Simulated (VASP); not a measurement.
# CaO (P6_3/mmc) in VASP: further runs

The runs below take CaO through single point, with r2SCAN.

Program: VASP 6.6.1. These are calculated values, not measurements. Logs are shortened: lines on timing, memory, paths and dates and some standing lists are left out, and cuts for length are marked.

### Step 1. The cell of the first run

The structure is hexagonal, space group P6_3/mmc (No. 194). The conventional cell has a = 4.020 Å, b = 4.020 Å, c = 4.818 Å, α = 90.00°, β = 90.00°, γ = 120.00°. Ca (site symmetry -6m2) has 5 O at 2.32 to 2.41 Å within 3.1 Å. O (site symmetry -6m2) has 5 Ca at 2.32 to 2.41 Å within 3.1 Å.

### Step 2. Single point, r2SCAN (16.86 Å³/atom)

File POSCAR:

```
CaO
1.0
    4.0202548013      0.0000000000      0.0000000000
   -2.0101274007      3.4816427876      0.0000000000
    0.0000000000      0.0000000000      4.8176792605
Ca O
2 2
Direct
    0.3333333333      0.6666666667     -0.0625000000
    0.6666666667      0.3333333333      0.4375000000
    0.3333333333      0.6666666667      0.4375000000
    0.6666666667      0.3333333333      0.9375000000
```

File INCAR.step1:

```
SYSTEM = CaO
PREC = Accurate
ENCUT = 520
ISMEAR = 0
SIGMA = 0.01
LREAL = .FALSE.
LASPH = .TRUE.
NELM = 60
NBANDS = 24
GGA = PE
ALGO = Normal
EDIFF = 1E-4
LWAVE = .TRUE.
LCHARG = .FALSE.
```

File INCAR.step2:

```
SYSTEM = CaO
PREC = Accurate
ENCUT = 520
EDIFF = 1E-6
ISMEAR = 0
SIGMA = 0.01
LREAL = .FALSE.
LASPH = .TRUE.
NELM = 60
ALGO = Normal
ISIF = 2
LWAVE = .FALSE.
LCHARG = .FALSE.
METAGGA = R2SCAN
LMIXTAU = .TRUE.
NBANDS = 24
ISTART = 1
```

File KPOINTS:

```
regular mesh
0
G
  6 6 4
  0 0 0
```

Potentials or basis: VASP PAW PBE potentials, release 64 (Ca_sv, O).

Launch:

```console
cat potpaw_PBE.64/Ca_sv/POTCAR potpaw_PBE.64/O/POTCAR > POTCAR
cp INCAR.step1 INCAR
mpirun -np 1 vasp_std > vasp.out
cp INCAR.step2 INCAR
mpirun -np 1 vasp_std > vasp.out
```

OUTCAR:

```text
SYSTEM = CaO
   PREC = Accurate
   ENCUT = 520
   EDIFF = 1E-6
   ISMEAR = 0
   LREAL = .FALSE.
   LASPH = .TRUE.
   NELM = 60
   ISIF = 2
   METAGGA = R2SCAN
   ISTART = 1

 ion  position               nearest neighbor table
   1  0.333  0.667  0.938-   4 2.32   4 2.32   4 2.32   3 2.41   3 2.41
   2  0.667  0.333  0.438-   3 2.32   3 2.32   3 2.32   4 2.41   4 2.41
   3  0.333  0.667  0.438-   2 2.32   2 2.32   2 2.32   1 2.41   1 2.41
   4  0.667  0.333  0.938-   1 2.32   1 2.32   1 2.32   2 2.41   2 2.41

  LATTYP: Found a hexagonal cell.
 ALAT       =     4.0202548013
 C/A-ratio  =     1.1983517211

  Lattice vectors:

 A1 = (   4.0202548013,   0.0000000000,   0.0000000000)
 A2 = (  -2.0101274007,   3.4816427876,   0.0000000000)
 A3 = (   0.0000000000,   0.0000000000,   4.8176792605)

Analysis of symmetry for initial positions (statically):
=====================================================================
 Subroutine PRICEL returns:
 Original cell was already a primitive cell.

 Routine SETGRP: Setting up the symmetry group for a
 hexagonal supercell.

 Subroutine GETGRP returns: Found 24 space group operations
 (whereof  6 operations were pure point group operations)
 out of a pool of 24 trial point group operations.

The static configuration has the point symmetry C_3v.
 The point group associated with its full space group is D_6h.

Analysis of symmetry for dynamics (positions and initial velocities):
=====================================================================
 Subroutine PRICEL returns:
 Original cell was already a primitive cell.

 Routine SETGRP: Setting up the symmetry group for a
 hexagonal supercell.

 Subroutine GETGRP returns: Found 24 space group operations
 (whereof  6 operations were pure point group operations)
 out of a pool of 24 trial point group operations.

The dynamic configuration has the point symmetry C_3v.
 The point group associated with its full space group is D_6h.

 Subroutine INISYM returns: Found 24 space group operations
 (whereof  6 operations are pure point group operations),
 and found     1 'primitive' translations

----------------------------------------------------------------------------------------

                                     Primitive cell

  volume of cell :      67.4335

  direct lattice vectors                    reciprocal lattice vectors
     4.020254801  0.000000000  0.000000000     0.248740453  0.143610367  0.000000000
    -2.010127401  3.481642788  0.000000000     0.000000000  0.287220735  0.000000000
     0.000000000  0.000000000  4.817679261     0.000000000  0.000000000  0.207568820

  length of vectors
     4.020254801  4.020254801  4.817679261     0.287220735  0.287220735  0.207568820

  position of ions in fractional coordinates (direct lattice)
     0.333333333  0.666666667  0.937500000
     0.666666667  0.333333333  0.437500000
     0.333333333  0.666666667  0.437500000
     0.666666667  0.333333333  0.937500000

  ion indices of the primitive-cell ions
   primitive index   ion index
                 1           1
                 2           2
                 3           3
                 4           4

----------------------------------------------------------------------------------------

 KPOINTS: regular mesh

Automatic generation of k-mesh.
 Grid dimensions read from file:
 generate k-points for:    6    6    4

 Generating k-lattice:

  Cartesian coordinates                     Fractional coordinates (reciprocal lattice)
     0.041456742  0.023935061  0.000000000     0.166666667 -0.000000000  0.000000000
     0.000000000  0.047870122  0.000000000     0.000000000  0.166666667  0.000000000
     0.000000000  0.000000000  0.051892205     0.000000000  0.000000000  0.250000000

  Length of vectors
     0.047870122  0.047870122  0.051892205

  Shift w.r.t. Gamma in fractional coordinates (k-lattice)
     0.000000000  0.000000000  0.000000000

 Subroutine IBZKPT returns following result:
 ===========================================

 Found     21 irreducible k-points:

 Following reciprocal coordinates:
            Coordinates               Weight
  0.000000  0.000000  0.000000      1.000000
  0.166667  0.000000  0.000000      6.000000
  0.333333  0.000000  0.000000      6.000000
  0.500000  0.000000  0.000000      3.000000
  0.166667  0.166667  0.000000      6.000000
  0.333333  0.166667  0.000000     12.000000
[... 13 lines left out ...]
  0.333333  0.166667  0.500000     12.000000
  0.333333  0.333333  0.500000      2.000000
   k-points           NKPTS =     21   k-points in BZ     NKDIM =     21   number of bands    NBANDS=     24
   number of dos      NEDOS =    301   number of ions     NIONS =      4
   total plane-waves  NPLWV =  32400
   dimension x,y,z NGX =    30 NGY =   30 NGZ =   36
   dimension x,y,z NGXF=    60 NGYF=   60 NGZF=   72
   ions per type =               2   2
   NGX,Y,Z   is equivalent  to a cutoff of  12.41, 12.41, 12.42 a.u.
   NGXF,Y,Z  is equivalent  to a cutoff of  24.81, 24.81, 24.85 a.u.
 SYSTEM =  CaO
   PREC   = accura    normal or accurate (medium, high low for compatibility)
   ISTART =      1    job   : 0-new  1-cont  2-samecut
   ICHARG =      0    charge: 1-file 2-atom 10-const
   ISPIN  =      1    spin polarized calculation?
   LNONCOLLINEAR =      F non collinear calculations
   LSORBIT =      F    spin-orbit coupling
   LASPH  =      T    aspherical Exc in radial PAW
   ENCUT  =  520.0 eV  38.22 Ry    6.18 a.u.   7.48  7.48  8.96*2*pi/ulx,y,z
   NELM   =     60;   NELMIN=  2; NELMDL=  0     # of ELM steps
   EDIFF  = 0.1E-05   stopping-criterion for ELM
   LREAL  =      F    real-space projection
   EDIFFG = 0.1E-04   stopping-criterion for IOM
   NSW    =      0    number of steps for IOM
   IBRION =     -1    ionic relax: 0-MD 1-quasi-New 2-CG
   NFREE  =      0    steps in history (QN), initial steepest desc. (CG)
   ISIF   =      2    stress and relaxation
   ISYM   =      2    0-nonsym 1-usesym 2-fastsym
   POTIM  = 0.5000    time-step for ionic-motion
   TEBEG  =    0.0;   TEEND  =   0.0 temperature during run
   PSTRESS=    0.0 pullay stress
   NELECT =      32.0000    total number of electrons
   NUPDOWN=      -1.0000    fix difference up-down
   EMIN   =  10.00;   EMAX   =-10.00  energy-range for DOS
   EFERMI =   0.00;   METHOD = LEGACY
   ISMEAR =     0;   SIGMA  =   0.01  broadening in eV -4-tet -1-fermi 0-gaus
   EFERMI_NEDOS =   21; number of points for ismear=-14 and -15
   IALGO  =     38    algorithm
   IMIX   =      4    mixing-type and parameters
     AMIX     =   0.40;   BMIX     =  1.00
     AMIX_MAG =   1.60;   BMIX_MAG =  1.00
  volume/ion in A,a.u.               =      16.86       113.77
  Fermi-wavevector in a.u.,A,eV,Ry     =   1.276928  2.413043 22.184898  1.630544
  Thomas-Fermi vector in A             =   2.409556
   LORBIT       =      0    0 simple, 1 ext, 2 COOP (PROOUT), +10 PAW based schemes
   METAGGA = R2SCAN    functional components
   LHFCALC =     F    Hartree Fock is set to
   AEXX    =    0.0000 exact exchange contribution
   IVDW    =     0    specifies the selected vdW correction
   LEPSILON=     F    determine dielectric tensor
   LRPA    =     F    only Hartree local field effects (RPA)
 non-spin polarized calculation
 Gauss-broadening in eV      SIGMA  =   0.01
  energy-cutoff  :      520.00
  volume of cell :       67.43
 maximum number of plane-waves:      1847
 NGX is ok and might be reduce to    30
   NGX = 15   NGY = 15   NGZ = 17

 number of electron      32.0000015 magnetization

 Free energy of the ion-electron system (eV)
  ---------------------------------------------------
  ext. energy  EPLUGINS =         0.00000000
  ---------------------------------------------------
  free energy    TOTEN  =       -38.48303310 eV

  energy without entropy =      -38.48303310  energy(sigma->0) =      -38.48303310

 E-fermi :   1.0602     XC(G=0):  -9.8571

 val. band max:        0.9034542439   @ k =   0.0000   0.0000   0.0000
 cond. band min:       4.4109333968   @ k =   0.0000   0.0000   0.0000
 fundamental gap:      3.5074791530
 Fermi energy:         1.0602152338

 k-point     1 :       0.0000    0.0000    0.0000
  band No.  band energies     occupation
      1     -38.2513      2.00000
      2     -38.1335      2.00000
      3     -18.6834      2.00000
      4     -18.4618      2.00000
      5     -18.4617      2.00000
      6     -18.2806      2.00000
[... 16 lines left out ...]
     23       9.9211      0.00000
     24       9.9992      0.00000

 k-point     2 :       0.1667    0.0000    0.0000
  band No.  band energies     occupation
      1     -38.2414      2.00000
      2     -38.1375      2.00000
      3     -18.6496      2.00000
      4     -18.5801      2.00000
      5     -18.4827      2.00000
      6     -18.4225      2.00000
[... 16 lines left out ...]
     23       9.5067      0.00000
     24       9.8152      0.00000

 k-point     3 :       0.3333    0.0000    0.0000
  band No.  band energies     occupation
      1     -38.2175      2.00000
      2     -38.1495      2.00000
      3     -18.7944      2.00000
      4     -18.6636      2.00000
      5     -18.5637      2.00000
      6     -18.5211      2.00000
[... 16 lines left out ...]
     23       9.6561      0.00000
     24       9.8868      0.00000
[... 433 lines left out ...]
 k-point    20 :       0.3333    0.1667    0.5000
  band No.  band energies     occupation
      1     -38.1795      2.00000
      2     -38.1795      2.00000
      3     -19.1426      2.00000
      4     -19.1426      2.00000
      5     -18.4335      2.00000
      6     -18.4335      2.00000
[... 16 lines left out ...]
     23      10.0165      0.00000
     24      10.0165      0.00000

 k-point    21 :       0.3333    0.3333    0.5000
  band No.  band energies     occupation
      1     -38.1779      2.00000
      2     -38.1779      2.00000
      3     -19.1772      2.00000
      4     -19.1772      2.00000
      5     -18.4613      2.00000
      6     -18.4613      2.00000
[... 16 lines left out ...]
     23      10.0218      0.00000
     24      10.0218      0.00000

------------------------ aborting loop because EDIFF is reached ----------------------------------------

  FORCE on cell =-STRESS in cart. coord.  units (eV):
  Direction    XX          YY          ZZ          XY          YZ          ZX
  --------------------------------------------------------------------------------------
  -------------------------------------------------------------------------------------
  Total       -0.6784866     -0.6784866     -0.8527467      0.0000000     -0.0000000      0.0000000
  in kB      -16.1204127    -16.1204127    -20.2607227      0.0000000     -0.0000000      0.0000000
  external PRESSURE =     -17.5005160 kB  Pullay stress =       0.0000000 kB

 VOLUME and BASIS-vectors are now :
 -----------------------------------------------------------------------------
  energy-cutoff  :      520.00
  volume of cell :       67.43
      direct lattice vectors                 reciprocal lattice vectors
     4.020254801  0.000000000  0.000000000     0.248740453  0.143610367  0.000000000
    -2.010127401  3.481642788  0.000000000     0.000000000  0.287220735  0.000000000
     0.000000000  0.000000000  4.817679261     0.000000000  0.000000000  0.207568820

 POSITION                                       TOTAL-FORCE (eV/Angst)
 -----------------------------------------------------------------------------------
     -0.00000      2.32110      4.51657         0.000000      0.000000     -0.000000
      2.01013      1.16055      2.10773        -0.000000      0.000000     -0.000000
     -0.00000      2.32110      2.10773         0.000000     -0.000000     -0.000000
      2.01013      1.16055      4.51657        -0.000000      0.000000      0.000000
 -----------------------------------------------------------------------------------
    total drift:                               -0.000000      0.000000      0.000000

  FREE ENERGIE OF THE ION-ELECTRON SYSTEM (eV)
  ---------------------------------------------------
  free  energy   TOTEN  =       -38.4830330966 eV

  energy  without entropy=      -38.4830330966  energy(sigma->0) =      -38.48303310
```

Wall time 63 s (1 thread of Intel Xeon 6975P-C (Granite Rapids), shared host); peak memory 0.19 GiB.

What came out:

* Free energy: -38.4830 eV
* Pressure: -1.8 GPa
* Band gap on the k mesh: 3.51 eV

Caveat: the structure was generated, so it needn't be the stable form of CaO; the PAW data sets were made with another functional, which shifts forces and pressure a little.

(Part 1 of 2 ends here.)
